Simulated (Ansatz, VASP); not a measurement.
# CuO: VASP and Ansatz over several settings

```
CELL_PARAMETERS angstrom
2.91739 0.00000 0.00000
0.03959 2.91717 0.00000
0.01773 0.01747 5.24446
ATOMIC_POSITIONS crystal
Cu 0.00000 0.50000 0.00000
Cu 0.50000 0.00000 0.50000
O 0.99842 0.00167 0.74989
O 0.00158 0.99833 0.25011
```

Single points on this cell with VASP 6.6.1 and Ansatz 0.2.0. Each row is one pair of runs. Alike in all rows: spin: off; k mesh: 9 × 9 × 5; smearing: fermi-dirac, width 0.05 eV; VASP's potentials, cutoff: VASP PAW PBE potentials, release 64 (Cu, O), 520 eV; Ansatz's potentials, cutoff: Ansatz PAW, 420 eV.

| level | gap on the k mesh at the Fermi level (eV), VASP | gap on the k mesh at the Fermi level (eV), Ansatz | pressure (GPa), VASP | pressure (GPa), Ansatz | rms of the force components (eV/Å), VASP | rms of the force components (eV/Å), Ansatz |
| --- | --- | --- | --- | --- | --- | --- |
| PBE | none | none | 0.1 | -0.6 | 0.005 | 0.005 |
| RPBE | none | none | 5.1 | 4.4 | 0.004 | 0.005 |
| PBEsol | none | none | -7.3 | -7.9 | 0.005 | 0.006 |

Pressure (GPa): the two programs differ by at most 0.68; rms of the force components (eV/Å): the two programs differ by at most 0.0004.

VASP's potentials hold 34 valence electrons a cell and Ansatz's 50, so a difference there can come from the potentials and not from the codes.

A gap of «none» marks a metal or a gap that the smearing closes.
